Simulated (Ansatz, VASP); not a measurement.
# Ni in VASP and in Ansatz

```
CELL_PARAMETERS angstrom
-1.40092 1.40092 1.40092
1.40092 -1.40092 1.40092
1.40092 1.40092 -1.40092
ATOMIC_POSITIONS crystal
Ni 0.00000 0.00000 0.00000
```

Alike in both runs: task single point; functional PBE; k mesh 18 × 18 × 18; occupations fermi-dirac, width 0.01 eV; collinear spin.

|  | VASP | Ansatz |
| --- | --- | --- |
| version | VASP 6.6.1 | Ansatz 0.2.0 |
| potentials or method | VASP PAW PBE potentials, release 64 (Ni), cutoff 520 eV | all-electron LAPW, scalar-relativistic |

VASP gave:

| Item | Value |
| --- | --- |
| pressure (GPa) | -0.2 |
| net moment per atom (μB) | 0.57 |
| size of the moment on the site where the two differ most (μB) | 0.57 |

**Question.** Which values does Ansatz return?

**Answer.** Pressure (GPa): -0.2; net moment per atom (μB): 0.57; size of the moment on the site where the two differ most (μB): 0.59.

Site moments also hang on the region over which each program counts them. Ansatz ran all-electron here, and VASP with PAW potentials.
